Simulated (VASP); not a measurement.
# Sb (R-3m) in VASP: notebook

Runs on Sb. Level: PBEsol. Tasks: electric field gradients.

All numbers are computed with VASP 6.6.1; they aren't measurements. Logs are shortened: lines on timing, memory, paths and dates and some standing lists are left out, and cuts for length are marked.

## (1) The cell of the first run

Symmetry: R-3m, No. 166, trigonal system. The conventional cell has a = 3.243 Å, b = 3.243 Å, c = 8.065 Å, α = 90.00°, β = 90.00°, γ = 120.00°. Within 4.3 Å of Sb (site symmetry -3m) lie 12 Sb at 3.24 to 3.28 Å.

## (2) Electric field gradients, PBEsol (equal xy, yz and zx shear strains of +1 %)

Input file INCAR:

```
PREC     = Accurate       # precision mode
ENCUT    = 520            # plane-wave cutoff, eV
EDIFF    = 1E-8           # SCF threshold, eV
ISMEAR   = -1             # smearing method
SIGMA    = 0.05           # smearing width, eV
LREAL    = False          # projectors in reciprocal space
LASPH    = True           # aspherical terms in the spheres
NELM     = 100            # most SCF steps
ALGO     = Normal         # electronic algorithm
ISIF     = 2              # what is computed and relaxed
LWAVE    = False          # write WAVECAR
LCHARG   = False          # write CHGCAR
GGA      = PS             # functional
LEFG     = True         
NBANDS   = 8              # bands
```

Input file KPOINTS:

```
Automatic mesh
0
Gamma
  12 12 12
```

Input file POSCAR:

```
Sb
1.0
    0.0230500000      2.3165250000      2.3165250000
    2.3165250000      0.0230500000      2.3165250000
    2.3165250000      2.3165250000      0.0230500000
Sb
1
Direct
    0.0000000000      0.0000000000      0.0000000000
```

Potentials or basis: VASP PAW PBE potentials, release 64 (Sb).

Started as:

```sh
cat potpaw_PBE.64/Sb/POTCAR > POTCAR
mpirun -np 1 vasp_std > vasp.out
```

OUTCAR:

```text
PREC = Accurate
   ENCUT = 520
   EDIFF = 1E-8
   ISMEAR = -1
   LREAL = False
   LASPH = True
   NELM = 100
   ISIF = 2
   GGA = PS

 ion  position               nearest neighbor table
   1  0.000  0.000  0.000-

  LATTYP: Found a trigonal (rhomboedric) cell.
 ALAT       =     3.2761421602
 COS(alpha) =     0.5099250056

  Lattice vectors:

 A1 = (   0.0230500000,   2.3165250000,   2.3165250000)
 A2 = (   2.3165250000,   0.0230500000,   2.3165250000)
 A3 = (   2.3165250000,   2.3165250000,   0.0230500000)

Analysis of symmetry for initial positions (statically):
=====================================================================
 Subroutine PRICEL returns:
 Original cell was already a primitive cell.

 Routine SETGRP: Setting up the symmetry group for a
 trigonal (rhombohedral) supercell.

 Subroutine GETGRP returns: Found 12 space group operations
 (whereof 12 operations were pure point group operations)
 out of a pool of 12 trial point group operations.

The static configuration has the point symmetry D_3d.

Analysis of symmetry for dynamics (positions and initial velocities):
=====================================================================
 Subroutine PRICEL returns:
 Original cell was already a primitive cell.

 Routine SETGRP: Setting up the symmetry group for a
 trigonal (rhombohedral) supercell.

 Subroutine GETGRP returns: Found 12 space group operations
 (whereof 12 operations were pure point group operations)
 out of a pool of 12 trial point group operations.

The dynamic configuration has the point symmetry D_3d.

 Subroutine INISYM returns: Found 12 space group operations
 (whereof 12 operations are pure point group operations),
 and found     1 'primitive' translations

----------------------------------------------------------------------------------------

                                     Primitive cell

  volume of cell :      24.4912

  direct lattice vectors                    reciprocal lattice vectors
     0.023050000  2.316525000  2.316525000    -0.219089045  0.216930532  0.216930532
     2.316525000  0.023050000  2.316525000     0.216930532 -0.219089045  0.216930532
     2.316525000  2.316525000  0.023050000     0.216930532  0.216930532 -0.219089045

  length of vectors
     3.276142160  3.276142160  3.276142160     0.376985041  0.376985041  0.376985041

  position of ions in fractional coordinates (direct lattice)
     0.000000000  0.000000000  0.000000000

  ion indices of the primitive-cell ions
   primitive index   ion index
                 1           1

----------------------------------------------------------------------------------------

 KPOINTS: Automatic mesh

Automatic generation of k-mesh.
 Grid dimensions read from file:
 generate k-points for:   12   12   12

 Generating k-lattice:

  Cartesian coordinates                     Fractional coordinates (reciprocal lattice)
    -0.018257420  0.018077544  0.018077544     0.083333333 -0.000000000 -0.000000000
     0.018077544 -0.018257420  0.018077544    -0.000000000  0.083333333 -0.000000000
     0.018077544  0.018077544 -0.018257420    -0.000000000 -0.000000000  0.083333333

  Length of vectors
     0.031415420  0.031415420  0.031415420

  Shift w.r.t. Gamma in fractional coordinates (k-lattice)
     0.000000000  0.000000000  0.000000000

 Subroutine IBZKPT returns following result:
 ===========================================

 Found    189 irreducible k-points:

 Following reciprocal coordinates:
            Coordinates               Weight
  0.000000  0.000000  0.000000      1.000000
  0.083333 -0.000000 -0.000000      6.000000
  0.166667  0.000000 -0.000000      6.000000
  0.250000  0.000000 -0.000000      6.000000
  0.333333 -0.000000 -0.000000      6.000000
  0.416667  0.000000  0.000000      6.000000
[... 16 lines left out ...]
  0.500000  0.166667 -0.000000     12.000000
 -0.416667  0.166667 -0.000000     12.000000
 [... further k-points ...]
   k-points           NKPTS =    189   k-points in BZ     NKDIM =    189   number of bands    NBANDS=      8
   number of dos      NEDOS =    301   number of ions     NIONS =      1
   total plane-waves  NPLWV =  13824
   dimension x,y,z NGX =    24 NGY =   24 NGZ =   24
   dimension x,y,z NGXF=    48 NGYF=   48 NGZF=   48
   ions per type =               1
   NGX,Y,Z   is equivalent  to a cutoff of  12.18, 12.18, 12.18 a.u.
   NGXF,Y,Z  is equivalent  to a cutoff of  24.36, 24.36, 24.36 a.u.
 SYSTEM =  unknown system
   PREC   = accura    normal or accurate (medium, high low for compatibility)
   ISTART =      0    job   : 0-new  1-cont  2-samecut
   ICHARG =      2    charge: 1-file 2-atom 10-const
   ISPIN  =      1    spin polarized calculation?
   LNONCOLLINEAR =      F non collinear calculations
   LSORBIT =      F    spin-orbit coupling
   LASPH  =      T    aspherical Exc in radial PAW
   ENCUT  =  520.0 eV  38.22 Ry    6.18 a.u.   6.09  6.09  6.09*2*pi/ulx,y,z
   NELM   =    100;   NELMIN=  2; NELMDL= -5     # of ELM steps
   EDIFF  = 0.1E-07   stopping-criterion for ELM
   LREAL  =      F    real-space projection
   EDIFFG = 0.1E-06   stopping-criterion for IOM
   NSW    =      0    number of steps for IOM
   IBRION =     -1    ionic relax: 0-MD 1-quasi-New 2-CG
   NFREE  =      0    steps in history (QN), initial steepest desc. (CG)
   ISIF   =      2    stress and relaxation
   ISYM   =      2    0-nonsym 1-usesym 2-fastsym
   POTIM  = 0.5000    time-step for ionic-motion
   TEBEG  =    0.0;   TEEND  =   0.0 temperature during run
   PSTRESS=    0.0 pullay stress
   NELECT =       5.0000    total number of electrons
   NUPDOWN=      -1.0000    fix difference up-down
   EMIN   =  10.00;   EMAX   =-10.00  energy-range for DOS
   EFERMI =   0.00;   METHOD = LEGACY
   ISMEAR =    -1;   SIGMA  =   0.05  broadening in eV -4-tet -1-fermi 0-gaus
   EFERMI_NEDOS =   21; number of points for ismear=-14 and -15
   IALGO  =     38    algorithm
   IMIX   =      4    mixing-type and parameters
     AMIX     =   0.40;   BMIX     =  1.00
     AMIX_MAG =   1.60;   BMIX_MAG =  1.00
  volume/ion in A,a.u.               =      24.49       165.27
  Fermi-wavevector in a.u.,A,eV,Ry     =   0.963965  1.821630 12.642929  0.929229
  Thomas-Fermi vector in A             =   2.093556
   LORBIT       =      0    0 simple, 1 ext, 2 COOP (PROOUT), +10 PAW based schemes
   GGA     = PS    functional components
   LHFCALC =     F    Hartree Fock is set to
   AEXX    =    0.0000 exact exchange contribution
   IVDW    =     0    specifies the selected vdW correction
   LEPSILON=     F    determine dielectric tensor
   LRPA    =     F    only Hartree local field effects (RPA)
 non-spin polarized calculation
  energy-cutoff  :      520.00
  volume of cell :       24.49
 maximum number of plane-waves:       670
   NGX = 13   NGY = 13   NGZ = 13

 number of electron       4.9999999 magnetization

 Free energy of the ion-electron system (eV)
  ---------------------------------------------------
  ext. energy  EPLUGINS =         0.00000000
  ---------------------------------------------------
  free energy    TOTEN  =        -4.27014228 eV

  energy without entropy =       -4.26401988  energy(sigma->0) =       -4.26708108

 E-fermi :   9.7219     XC(G=0): -10.7483

 val. band max:        9.7203861873   @ k =  -0.3333  -0.3333   0.0833
 cond. band min:       9.7730996537   @ k =  -0.3333   0.3333   0.1667
 fundamental gap:      0.0527134665
 Fermi energy:         9.7218896343

 k-point     1 :       0.0000    0.0000    0.0000
  band No.  band energies     occupation
      1      -4.0570      2.00000
      2      15.4656      0.00000
      3      15.8211      0.00000
      4      15.8211      0.00000
      5      19.7364      0.00000
      6      19.9157      0.00000
      7      20.0967      0.00000
      8      20.0967      0.00000

 k-point     2 :       0.0833   -0.0000   -0.0000
  band No.  band energies     occupation
      1      -3.9054      2.00000
      2      14.3449      0.00000
      3      15.2952      0.00000
      4      15.5878      0.00000
      5      18.8907      0.00000
      6      20.1146      0.00000
      7      20.4549      0.00000
      8      22.0016      0.00000

 k-point     3 :       0.1667    0.0000   -0.0000
  band No.  band energies     occupation
      1      -3.4520      2.00000
      2      11.6761      0.00000
      3      14.8307      0.00000
      4      15.0787      0.00000
      5      18.4478      0.00000
      6      20.7344      0.00000
      7      21.0326      0.00000
      8      22.3682      0.00000
[... 210 lines left out ...]
 k-point    23 :       0.5000    0.1667   -0.0000
  band No.  band energies     occupation
      1       0.3862      2.00000
      2       4.2928      2.00000
      3      10.7344      0.00000
      4      12.2674      0.00000
      5      16.1251      0.00000
      6      21.0557      0.00000
      7      21.3280      0.00000
      8      23.6638      0.00000

 k-point    24 :      -0.4167    0.1667   -0.0000
  band No.  band energies     occupation
      1       0.6757      2.00000
      2       3.9071      2.00000
      3      10.2444      0.00006
      4      12.7281      0.00000
      5      16.4667      0.00000
      6      20.5921      0.00000
      7      21.0423      0.00000
      8      24.1800      0.00000

 [... further k-points ...]
[... 5 lines left out ...]
  --------------------------------------------------------------------------------------
  -------------------------------------------------------------------------------------
  Total        0.8101678      0.8101678      0.8101678     -0.0102344     -0.0102344     -0.0102344
  in kB       52.9999223     52.9999223     52.9999223     -0.6695170     -0.6695170     -0.6695170
  external PRESSURE =      52.9999223 kB  Pullay stress =       0.0000000 kB

 VOLUME and BASIS-vectors are now :
 -----------------------------------------------------------------------------
  energy-cutoff  :      520.00
  volume of cell :       24.49
      direct lattice vectors                 reciprocal lattice vectors
     0.023050000  2.316525000  2.316525000    -0.219089045  0.216930532  0.216930532
     2.316525000  0.023050000  2.316525000     0.216930532 -0.219089045  0.216930532
     2.316525000  2.316525000  0.023050000     0.216930532  0.216930532 -0.219089045

 POSITION                                       TOTAL-FORCE (eV/Angst)
 -----------------------------------------------------------------------------------
      0.00000      0.00000      0.00000         0.000000      0.000000      0.000000
 -----------------------------------------------------------------------------------
    total drift:                               -0.000000      0.000000     -0.000000

  FREE ENERGIE OF THE ION-ELECTRON SYSTEM (eV)
  ---------------------------------------------------
  free  energy   TOTEN  =        -4.2701422793 eV

  energy  without entropy=       -4.2640198761  energy(sigma->0) =       -4.26708108

 Electric field gradients (V/A^2)
---------------------------------------------------------------------
 ion       V_xx      V_yy      V_zz      V_xy      V_xz      V_yz
---------------------------------------------------------------------
   1      -0.000    -0.000     0.000    -1.837    -1.837    -1.837
---------------------------------------------------------------------

 Electric field gradients after diagonalization (V/A^2)
 (convention: |V_zz| > |V_xx| > |V_yy|)
----------------------------------------------------------------------
 ion       V_xx      V_yy      V_zz     asymmetry (V_yy - V_xx)/ V_zz
----------------------------------------------------------------------
   1       1.837     1.837    -3.674       0.000
----------------------------------------------------------------------

           NMR quadrupolar parameters

 Cq : quadrupolar parameter    Cq=e*Q*V_zz/h
 eta: asymmetry parameters     (V_yy - V_xx)/ V_zz
 Q  : nuclear electric quadrupole moment in mb (millibarn)
----------------------------------------------------------------------
 ion       Cq(MHz)       eta       Q (mb)
----------------------------------------------------------------------
   1      -0.009       0.000       1.000
----------------------------------------------------------------------
```

It used 24 s of CPU time on 1 thread of AMD EPYC 7R13 Processor (Zen 3), on a shared host.

Results:

```
Free energy : -4.2701 eV
Pressure    : 5.3 GPa
```

Electric field gradients, principal values (V/Å²):
```tsv
atom	least	middle	greatest (by size)
1 Sb	1.837	1.837	-3.674
```

Caveat: the cell differs from its parent crystal (equal xy, yz and zx shear strains of +1 %); without QUAD_EFG the Cq values of the log hold for a quadrupole moment of 1 mb, not for the nuclei; the PAW data sets were made with another functional, which shifts forces and pressure a little; spin-orbit coupling is left out, which moves the levels of the heavy elements.

## (3) Electric field gradients, PBEsol (equal xy, yz and zx shear strains of +3 %)

Input file INCAR:

```
SYSTEM = Sb
ALGO = Normal
EDIFF = 1E-8
ENCUT = 520
GGA = PS
ISIF = 2
ISMEAR = -1
LASPH = .TRUE.
LCHARG = .FALSE.
LEFG = .TRUE.
LREAL = .FALSE.
LWAVE = .FALSE.
NBANDS = 8
NELM = 80
PREC = Accurate
SIGMA = 0.05
```

Input file KPOINTS:

```
k-points
0
G
  12 12 12
  0 0 0
```

Input file POSCAR:

```
Sb
1.0
    0.0691500000      2.3395750000      2.3395750000
    2.3395750000      0.0691500000      2.3395750000
    2.3395750000      2.3395750000      0.0691500000
Sb
1
Direct
    0.0000000000      0.0000000000      0.0000000000
```

Potentials or basis: VASP PAW PBE potentials, release 64 (Sb).

Started as:

```sh
cat potpaw_PBE.64/Sb/POTCAR > POTCAR
mpirun -np 1 vasp_std > vasp.out
```

OUTCAR:

```text
SYSTEM = Sb
   EDIFF = 1E-8
   ENCUT = 520
   GGA = PS
   ISIF = 2
   ISMEAR = -1
   LASPH = .TRUE.
   LREAL = .FALSE.
   NELM = 80
   PREC = Accurate

 ion  position               nearest neighbor table
   1  0.000  0.000  0.000-

  LATTYP: Found a trigonal (rhomboedric) cell.
 ALAT       =     3.3093812237
 COS(alpha) =     0.5293254421

  Lattice vectors:

 A1 = (   0.0691500000,   2.3395750000,   2.3395750000)
 A2 = (   2.3395750000,   0.0691500000,   2.3395750000)
 A3 = (   2.3395750000,   2.3395750000,   0.0691500000)

Analysis of symmetry for initial positions (statically):
=====================================================================
 Subroutine PRICEL returns:
 Original cell was already a primitive cell.

 Routine SETGRP: Setting up the symmetry group for a
 trigonal (rhombohedral) supercell.

 Subroutine GETGRP returns: Found 12 space group operations
[... 445 lines left out ...]

 VOLUME and BASIS-vectors are now :
 -----------------------------------------------------------------------------
  energy-cutoff  :      520.00
  volume of cell :       24.48
      direct lattice vectors                 reciprocal lattice vectors
     0.069150000  2.339575000  2.339575000    -0.223430218  0.217015954  0.217015954
     2.339575000  0.069150000  2.339575000     0.217015954 -0.223430218  0.217015954
     2.339575000  2.339575000  0.069150000     0.217015954  0.217015954 -0.223430218

 POSITION                                       TOTAL-FORCE (eV/Angst)
 -----------------------------------------------------------------------------------
      0.00000      0.00000      0.00000         0.000000      0.000000      0.000000
 -----------------------------------------------------------------------------------
    total drift:                               -0.000000      0.000000     -0.000000

  FREE ENERGIE OF THE ION-ELECTRON SYSTEM (eV)
  ---------------------------------------------------
  free  energy   TOTEN  =        -4.2680830382 eV

  energy  without entropy=       -4.2633133890  energy(sigma->0) =       -4.26569821

 Electric field gradients (V/A^2)
---------------------------------------------------------------------
 ion       V_xx      V_yy      V_zz      V_xy      V_xz      V_yz
---------------------------------------------------------------------
   1       0.000    -0.000     0.000    -8.044    -8.044    -8.044
---------------------------------------------------------------------

 Electric field gradients after diagonalization (V/A^2)
 (convention: |V_zz| > |V_xx| > |V_yy|)
----------------------------------------------------------------------
 ion       V_xx      V_yy      V_zz     asymmetry (V_yy - V_xx)/ V_zz
----------------------------------------------------------------------
   1       8.044     8.044   -16.088       0.000
----------------------------------------------------------------------

           NMR quadrupolar parameters

 Cq : quadrupolar parameter    Cq=e*Q*V_zz/h
 eta: asymmetry parameters     (V_yy - V_xx)/ V_zz
 Q  : nuclear electric quadrupole moment in mb (millibarn)
----------------------------------------------------------------------
 ion       Cq(MHz)       eta       Q (mb)
----------------------------------------------------------------------
   1      -0.039       0.000       1.000
----------------------------------------------------------------------
```

It used 34 s of CPU time on 1 thread of AMD EPYC 7R13 Processor (Zen 3), on a shared host.

Results:

```yaml
Free_energy: -4.2681 eV
Pressure: 5.7 GPa
```

Levels at points of the mesh, in eV from the Fermi level:
| k point | band 1 | band 2 | band 3 | band 4 | band 5 | band 6 | band 7 |
| --- | --- | --- | --- | --- | --- | --- | --- |
| (0.00, 0.00, 0.00) | -13.78 | 5.23 | 6.35 | 6.35 | 9.49 | 10.30 | 10.62 |
| (0.50, 0.00, 0.00) | -9.30 | -6.49 | 3.73 | 4.03 | 8.46 | 9.01 | 9.54 |
| (0.50, 0.50, 0.00) | -7.55 | -5.52 | -0.01 | 0.73 | 4.00 | 4.76 | 18.09 |
| (0.50, 0.50, 0.50) | -9.93 | -6.58 | 4.62 | 4.62 | 9.41 | 9.72 | 9.72 |

Electric field gradients, principal values (V/Å²):
| atom | least | middle | greatest (by size) |
| --- | --- | --- | --- |
| 1 Sb | 8.044 | 8.044 | -16.088 |

Caveat: the cell differs from its parent crystal (equal xy, yz and zx shear strains of +3 %); without QUAD_EFG the Cq values of the log hold for a quadrupole moment of 1 mb, not for the nuclei; the PAW data sets were made with another functional, which shifts forces and pressure a little; spin-orbit coupling is left out, which moves the levels of the heavy elements.
